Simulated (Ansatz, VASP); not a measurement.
# MoSe: VASP beside Ansatz

File INCAR:

```
  PREC = Accurate
  ENCUT = 520
  EDIFF = 1E-6
  ISMEAR = -1
  SIGMA = 0.05
  LREAL = F
  LASPH = T
  NELM = 100
  ALGO = Normal
  ISIF = 2
  LWAVE = F
  LCHARG = F
  GGA = PE
  NBANDS = 17
```

Contents of KPOINTS:

```
regular mesh
0
Gamma
  9 9 6
```

Contents of POSCAR:

```
MoSe
1.0
    3.4237619131      0.0000000000      0.0000000000
   -1.7118809615      2.9650647961      0.0000000000
    0.0000000000      0.0000000000      4.3136962664
Mo Se
1 1
Direct
    0.6666666700      0.3333333300      0.0254445500
    0.3333333300      0.6666666700      0.1184304700
```

Contents of input.yaml:

```yaml
crystal:
  lattice:
    - [3.4237619131, 0.0, 0.0]
    - [-1.7118809615, 2.9650647961, 0.0]
    - [0.0, 0.0, 4.3136962664]
  atoms:
    - { symbol: Mo, position: [0.66666667, 0.33333333, 0.02544455] }
    - { symbol: Se, position: [0.33333333, 0.66666667, 0.11843047] }
kpoints:
  mp_grid: { grid: [9, 9, 6] }
scf:
  occupations: { method: fermi_dirac, width: 0.05 }
hamiltonian:
  xc: pbe
  pseudopotentials: { kind: all_electron, lapw: { basis_error: 0.0005 } }
output:
  forces: true
  stress: true
  eigenvalues: true
```

Change from the starting cell: volume scaled by 0.96.

Alike in both runs: task single point; functional PBE; k mesh 9 × 9 × 6; occupations fermi-dirac, width 0.05 eV; no spin polarisation.

|  | VASP | Ansatz |
| --- | --- | --- |
| version | VASP 6.6.1 | Ansatz 0.2.0 |
| potentials or method | VASP PAW PBE potentials, release 64 (Mo_sv, Se), cutoff 520 eV | all-electron LAPW, scalar-relativistic |

|  | VASP | Ansatz | Ansatz less VASP |
| --- | --- | --- | --- |
| gap on the k mesh at the Fermi level (eV) | none | none | - |
| pressure (GPa) | 82.6 | 82.0 | -0.64 |
| traceless stress, the component that is largest in VASP (GPa) | -79.59 | -79.02 | +0.575 |
| rms of the force components (eV/Å) | 4.100 | 4.071 | -0.0293 |

Atom by atom the forces differ by 0.029 eV/Å (rms over components). A gap of «none» marks a metal or a gap that the smearing closes. Both programs put the cell under a high pressure, so it lies far from rest at this level. Ansatz ran all-electron here, and VASP with PAW potentials.

Noted on VASP's run: the cell as given lies far from equilibrium.
